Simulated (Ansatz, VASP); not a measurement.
## Ba: VASP beside Ansatz

The input INCAR:

```
ALGO = Normal
EDIFF = 1E-6
ENCUT = 520
GGA = RP
ISIF = 2
ISMEAR = -1
LASPH = True
LCHARG = False
LREAL = False
LWAVE = False
NBANDS = 11
NELM = 80
PREC = Accurate
SIGMA = 0.1
```

File KPOINTS:

```
k-points
0
Gamma
  10 10 10
```

File POSCAR:

```
Ba
1.0
    0.0000000000      3.3030094463      3.3030094463
    3.3030094463      0.0000000000      3.3030094463
    3.3030094463      3.3030094463      0.0000000000
Ba
1
Direct
    0.0000000000      0.0000000000      0.0000000000
```

Input for Ansatz:

```yaml
crystal:
  lattice:
    - [0.0, 3.3030094463, 3.3030094463]
    - [3.3030094463, 0.0, 3.3030094463]
    - [3.3030094463, 3.3030094463, 0.0]
  atoms:
    - { symbol: Ba, position: [0.0, 0.0, 0.0] }
hamiltonian:
  xc: rpbe
  pseudopotentials:
    kind: paw
    azcp:
      Ba: "pseudopotentials/Ba.paw.azcp"
basis:
  ecutwfc: 420
  fft_grid_basis: typed
kpoints:
  mp_grid: { grid: [10, 10, 10], shift: [0, 0, 0] }
magnetization:
  spin_polarized: false
scf:
  occupations: { method: fermi_dirac, width: 0.1 }
  lower_state_search: "off"
output:
  stress: true
```

Alike in both runs: task single point; functional RPBE; k mesh 10 × 10 × 10; occupations fermi-dirac, width 0.1 eV; no spin polarisation.

|  | VASP | Ansatz |
| --- | --- | --- |
| version | VASP 6.6.1 | Ansatz 0.2.0 |
| potentials or method | VASP PAW PBE potentials, release 64 (Ba_sv), cutoff 520 eV | plane waves (420 eV) with PAW, scalar-relativistic |
| valence electrons in the cell | 10 | 10 |

|  | VASP | Ansatz | Ansatz less VASP |
| --- | --- | --- | --- |
| pressure (GPa) | -0.2 | -0.2 | -0.02 |

VASP's potentials were made for PBE, not for RPBE. With one functional, cell and mesh, what is left measures potentials, basis and numerics.

Neither program's run includes spin-orbit coupling.
